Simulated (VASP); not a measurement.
# Al2Cu in VASP: notebook

Runs on Al2Cu. Level: PBE+D3(BJ). Tasks: single point, relaxation of cell and atoms.

Program: VASP 6.6.1. These are calculated values, not measurements. Logs are shortened: lines on timing, memory, paths and dates and some standing lists are left out, and cuts for length are marked.

## Step 1: The cell of the first run

It takes space group Fm-3m (No. 225, cubic). The conventional cell has a = 5.707 Å, b = 5.707 Å, c = 5.707 Å, α = 90.00°, β = 90.00°, γ = 90.00°. Within 3.3 Å of Al (site symmetry -43m) lie 4 Cu at 2.47 Å and 6 Al at 2.85 Å. Within 3.3 Å of Cu (site symmetry m-3m) lie 8 Al at 2.47 Å.

## Step 2: Single point, PBE+D3(BJ)

INCAR reads:

```
ALGO     = Normal         # electronic algorithm
EDIFF    = 1E-6           # SCF threshold, eV
ENCUT    = 520            # plane-wave cutoff, eV
GGA      = PE             # functional
ISIF     = 2              # what is computed and relaxed
ISMEAR   = 0              # smearing method
IVDW     = 12             # dispersion correction
LASPH    = T              # aspherical terms in the spheres
LCHARG   = T              # write CHGCAR
LELF     = T              # ELF
LREAL    = F              # projectors in reciprocal space
LVHAR    = T            
LWAVE    = F              # write WAVECAR
NBANDS   = 16             # bands
NELM     = 100            # most SCF steps
PREC     = Accurate       # precision mode
SIGMA    = 0.1            # smearing width, eV
```

KPOINTS reads:

```
k-points
0
Gamma
  16 16 16
```

POSCAR reads:

```
Al2Cu
1.0
   -2.0176603504      2.0176603504      2.8534100389
    2.0176603504     -2.0176603504      2.8534100389
    2.0176603504      2.0176603504     -2.8534100389
Al Cu
2 1
Direct
    0.7500000000      0.2500000000      0.5000000000
    0.2500000000      0.7500000000      0.5000000000
    0.5000000000      0.5000000000      0.0000000000
```

Potentials or basis: VASP PAW PBE potentials, release 64 (Al, Cu).

Started as:

```console
> cat potpaw_PBE.64/Al/POTCAR potpaw_PBE.64/Cu/POTCAR > POTCAR
> mpirun -np 1 vasp_std > vasp.out
```

OUTCAR:

```text
EDIFF = 1E-6
   ENCUT = 520
   GGA = PE
   ISIF = 2
   ISMEAR = 0
   IVDW = 12
   LASPH = T
   LREAL = F
   NELM = 100
   PREC = Accurate
 IVDW          = 12

 ion  position               nearest neighbor table
   1  0.750  0.250  0.500-   3 2.47   3 2.47   3 2.47   3 2.47   2 2.85   2 2.85   2 2.85   2 2.85
                             2 2.85   2 2.85
   2  0.250  0.750  0.500-   3 2.47   3 2.47   3 2.47   3 2.47   1 2.85   1 2.85   1 2.85   1 2.85
                             1 2.85   1 2.85
   3  0.500  0.500  0.000-   2 2.47   1 2.47   1 2.47   2 2.47   1 2.47   2 2.47   2 2.47   1 2.47

  LATTYP: Found a face centered cubic cell.
 ALAT       =     5.7068126707

  Lattice vectors:

 A1 = (   2.0176603504,  -2.0176603504,  -2.8534100389)
 A2 = (   2.0176603504,   2.0176603504,  -2.8534100389)
 A3 = (   4.0353207008,  -0.0000000000,   0.0000000000)

Analysis of symmetry for initial positions (statically):
=====================================================================
 Subroutine PRICEL returns:
 Original cell was already a primitive cell.

 Routine SETGRP: Setting up the symmetry group for a
 face centered cubic supercell.

 Subroutine GETGRP returns: Found 48 space group operations
 (whereof 48 operations were pure point group operations)
 out of a pool of 48 trial point group operations.

The static configuration has the point symmetry O_h .

Analysis of symmetry for dynamics (positions and initial velocities):
=====================================================================
 Subroutine PRICEL returns:
 Original cell was already a primitive cell.

 Routine SETGRP: Setting up the symmetry group for a
 face centered cubic supercell.

 Subroutine GETGRP returns: Found 48 space group operations
 (whereof 48 operations were pure point group operations)
 out of a pool of 48 trial point group operations.

The dynamic configuration has the point symmetry O_h .

 Subroutine INISYM returns: Found 48 space group operations
 (whereof 48 operations are pure point group operations),
 and found     1 'primitive' translations

----------------------------------------------------------------------------------------

                                     Primitive cell

  volume of cell :      46.4644

  direct lattice vectors                    reciprocal lattice vectors
    -2.017660350  2.017660350  2.853410039     0.000000000  0.247811779  0.175228934
[... 89 lines left out ...]
   LREAL  =      F    real-space projection
   EDIFFG = 0.1E-04   stopping-criterion for IOM
   NSW    =      0    number of steps for IOM
   IBRION =     -1    ionic relax: 0-MD 1-quasi-New 2-CG
   NFREE  =      0    steps in history (QN), initial steepest desc. (CG)
   ISIF   =      2    stress and relaxation
   ISYM   =      2    0-nonsym 1-usesym 2-fastsym
   POTIM  = 0.5000    time-step for ionic-motion
   TEBEG  =    0.0;   TEEND  =   0.0 temperature during run
   PSTRESS=    0.0 pullay stress
   NELECT =      17.0000    total number of electrons
   NUPDOWN=      -1.0000    fix difference up-down
   EMIN   =  10.00;   EMAX   =-10.00  energy-range for DOS
   EFERMI =   0.00;   METHOD = LEGACY
   ISMEAR =     0;   SIGMA  =   0.10  broadening in eV -4-tet -1-fermi 0-gaus
   EFERMI_NEDOS =   21; number of points for ismear=-14 and -15
   IALGO  =     38    algorithm
   IMIX   =      4    mixing-type and parameters
     AMIX     =   0.40;   BMIX     =  1.00
     AMIX_MAG =   1.60;   BMIX_MAG =  1.00
  volume/ion in A,a.u.               =      15.49       104.52
  Fermi-wavevector in a.u.,A,eV,Ry     =   1.170894  2.212669 18.653500  1.370994
  Thomas-Fermi vector in A             =   2.307346
   LORBIT       =      0    0 simple, 1 ext, 2 COOP (PROOUT), +10 PAW based schemes
   GGA     = PE    functional components
   LHFCALC =     F    Hartree Fock is set to
   AEXX    =    0.0000 exact exchange contribution
   IVDW    =    12    specifies the selected vdW correction
   LEPSILON=     F    determine dielectric tensor
   LRPA    =     F    only Hartree local field effects (RPA)
 non-spin polarized calculation
 Gauss-broadening in eV      SIGMA  =   0.10
  energy-cutoff  :      520.00
  volume of cell :       46.46
 maximum number of plane-waves:      1283
 NGX is ok and might be reduce to    30
   NGX = 15   NGY = 15   NGZ = 15

 number of electron      17.0000010 magnetization

 Free energy of the ion-electron system (eV)
  ---------------------------------------------------
  ext. energy  EPLUGINS =         0.00000000
  ---------------------------------------------------
  free energy    TOTEN  =       -11.72412939 eV

  energy without entropy =      -11.72016350  energy(sigma->0) =      -11.72214645

 E-fermi :   7.3026     XC(G=0): -10.5709

 val. band max:        7.2993767299   @ k =   0.1250   0.0625  -0.0000
 cond. band min:       7.3093400485   @ k =   0.2500   0.1875   0.0625
 fundamental gap:      0.0099633187
 Fermi energy:         7.3025848677

 k-point     1 :       0.0000    0.0000    0.0000
  band No.  band energies     occupation
      1      -3.0691      2.00000
      2       2.6449      2.00000
      3       2.6449      2.00000
      4       2.6449      2.00000
      5       3.2141      2.00000
      6       3.2142      2.00000
[... 433 lines left out ...]
      3       2.6559      2.00000
      4       2.6559      2.00000
      5       3.2013      2.00000
      6       3.2204      2.00000
[... 8 lines left out ...]
     15      14.4647      0.00000
     16      14.4648      0.00000

 [... further k-points ...]

------------------------ aborting loop because EDIFF is reached ----------------------------------------

 Edisp (eV)   -1.16142

 E8    (eV) :    -0.5146

  FORCE on cell =-STRESS in cart. coord.  units (eV):
  Direction    XX          YY          ZZ          XY          YZ          ZX
  --------------------------------------------------------------------------------------
  -------------------------------------------------------------------------------------
  Total       0.02316     0.02316     0.02316     0.00000     0.00000     0.00000
  in kB       0.79862     0.79862     0.79862     0.00000     0.00000     0.00000
  external pressure =        0.80 kB  Pullay stress =        0.00 kB

 VOLUME and BASIS-vectors are now :
 -----------------------------------------------------------------------------
  energy-cutoff  :      520.00
  volume of cell :       46.46
      direct lattice vectors                 reciprocal lattice vectors
    -2.017660350  2.017660350  2.853410039     0.000000000  0.247811779  0.175228934
     2.017660350 -2.017660350  2.853410039     0.247811779  0.000000000  0.175228934
     2.017660350  2.017660350 -2.853410039     0.247811779  0.247811779  0.000000000

 POSITION                                       TOTAL-FORCE (eV/Angst)
 -----------------------------------------------------------------------------------
      0.00000      2.01766      1.42671        -0.000000      0.000000      0.000000
      2.01766      0.00000      1.42671         0.000000     -0.000000     -0.000000
      0.00000      0.00000      2.85341         0.000000     -0.000000      0.000000
 -----------------------------------------------------------------------------------
    total drift:                                0.000000     -0.000000      0.000000

  FREE ENERGIE OF THE ION-ELECTRON SYSTEM (eV)
  ---------------------------------------------------
  free  energy   TOTEN  =       -12.8855472263 eV

  energy  without entropy=      -12.8815813375  energy(sigma->0) =      -12.88356428
```

Run time: 2 min. Hardware: 1 thread of Intel Xeon Platinum 8375C at 2.90GHz (Ice Lake), shared host; peak memory 0.25 GiB.

What came out:

```yaml
Free_energy: -12.8855 eV
Pressure: 0.1 GPa
Dispersion_energy_per_atom: -0.387 eV
```

Levels at points of the mesh, in eV from the Fermi level:
| k point | band 6 | band 7 | band 8 | band 9 | band 10 | band 11 | band 12 | band 13 |
| --- | --- | --- | --- | --- | --- | --- | --- | --- |
| (0.00, 0.00, 0.00) | -4.09 | 2.93 | 2.93 | 2.93 | 2.97 | 2.97 | 2.97 | 4.46 |
| (0.50, 0.00, 0.00) | -4.02 | -4.02 | 0.61 | 0.61 | 2.96 | 2.96 | 3.94 | 4.46 |
| (0.50, 0.50, 0.00) | -3.92 | -3.80 | -2.02 | -2.02 | 0.41 | 1.54 | 9.06 | 10.83 |

Caveat: pairwise dispersion overbinds metals, which lowers pressure and volume.

## Step 3: Relaxation of cell and atoms, PBE+D3(BJ)

This run uses another cell than the first one, of 15.67 Å³/atom, 1.012 times its volume.

INCAR reads:

```
PREC = Accurate
ENCUT = 600
EDIFF = 1E-6
ISMEAR = 0
SIGMA = 0.1
LREAL = F
LASPH = T
NELM = 100
ALGO = Normal
ISIF = 3
LWAVE = F
LCHARG = F
GGA = PE
IVDW = 12
IBRION = 2
NSW = 70
EDIFFG = -0.02
```

KPOINTS reads:

```
regular mesh
0
Gamma
  16 16 16
```

POSCAR reads:

```
Al2Cu
1.0
   -2.0303380000      2.0303380000      2.8510940000
    2.0303380000     -2.0303380000      2.8510940000
    2.0303380000      2.0303380000     -2.8510940000
Al Cu
2 1
Direct
    0.7500000000      0.2500000000      0.5000000000
    0.2500000000      0.7500000000      0.5000000000
    0.5000000000      0.5000000000      0.0000000000
```

Potentials or basis: VASP PAW PBE potentials, release 64 (Al, Cu).

Started as:

```console
> cat potpaw_PBE.64/Al/POTCAR potpaw_PBE.64/Cu/POTCAR > POTCAR
> mpirun -np 1 vasp_std > vasp.out
```

It took 5.4 min on 1 thread of Intel Xeon Platinum 8375C at 2.90GHz (Ice Lake), shared host; peak memory 0.41 GiB.

The run converged. Its results:

* Free energy: -12.8858 eV
* Relaxed volume: 15.52 Å³/atom
* Relaxed cell: a = 4.036 Å, b = 4.036 Å, c = 4.036 Å, α = 119.89°, β = 119.89°, γ = 90.19°
* Space group after relaxing (to 0.05 Å): Fm-3m (No. 225)
* Energy gained by relaxing: 0.6 meV/atom
* Ionic steps: 3
* Pressure after relaxing: -0.1 GPa
* Dispersion energy per atom: -0.386 eV

Stress tensor (GPa, compression positive):
```
-0.17  0.00  0.00
 0.00 -0.17  0.00
 0.00  0.00  0.19
```

The path:
| step | energy change (eV) | largest force (eV/Å) | pressure (GPa) | volume (Å³) |
| --- | --- | --- | --- | --- |
| 1 | 0.0000 | 0.0000 | -0.64 | 47.01 |
| 2 | -0.0019 | 0.0000 | -0.02 | 46.59 |
| 3 | -0.0019 | 0.0000 | -0.05 | 46.57 |

Final structure:
```
Al Cu
1.0
    -2.02137    2.02137    2.84914
     2.02137   -2.02137    2.84914
     2.02137    2.02137   -2.84914
Al Cu
2 1
Direct
  0.75000 0.25000 0.50000
  0.25000 0.75000 0.50000
  0.50000 0.50000 0.00000
```

Levels at points of the mesh, in eV from the Fermi level:
```tsv
k point	band 7	band 8	band 9	band 10	band 11	band 12
(0.00, 0.00, 0.00)	2.92	2.92	2.94	2.95	2.98	2.98
(0.50, 0.00, 0.00)	-4.01	0.60	0.63	2.95	2.96	3.92
(0.50, 0.50, 0.00)	-3.79	-2.03	-2.00	0.41	1.55	9.05
(0.50, 0.50, 0.50)	-3.78	-2.03	-2.03	0.37	1.53	9.06
```

Caveat: pairwise dispersion overbinds metals, which lowers pressure and volume.
